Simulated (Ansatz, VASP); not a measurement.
**Ti in VASP and in Ansatz**

```
CELL_PARAMETERS angstrom
3.25179 0.00000 0.00000
0.00000 3.25179 0.00000
0.00000 0.00000 24.75537
ATOMIC_POSITIONS crystal
Ti 0.50000 0.50000 0.30296
Ti 0.00000 0.00000 0.36864
Ti 0.50000 0.50000 0.43432
Ti 0.00000 0.00000 0.50000
Ti 0.50000 0.50000 0.56568
Ti 0.00000 0.00000 0.63136
Ti 0.50000 0.50000 0.69704
```

Alike in both runs: task single point; functional r2SCAN; k mesh 11 × 11 × 1; no spin polarisation.

|  | VASP | Ansatz |
| --- | --- | --- |
| version | VASP 6.6.1 | Ansatz 0.2.0 |
| potentials or method | VASP PAW PBE potentials, release 64 (Ti_sv), cutoff 520 eV | scalar-relativistic, plane waves, PAW |
| occupations | methfessel-paxton of order 1, width 0.2 eV | cold, width 0.2 eV |
| valence electrons in the cell | 84 | 84 |

VASP gave:

```
gap on the k mesh at the Fermi level (eV) : none
rms of the force components (eV/Å)        : 0.197
```

Estimate Ansatz's values.

gap on the k mesh at the Fermi level (eV): none; rms of the force components (eV/Å): 0.202.

VASP's potentials were made for PBE, not for r2SCAN. Atom by atom the forces differ by 0.014 eV/Å (rms over components). A gap of «none» marks a metal or a gap that the smearing closes.
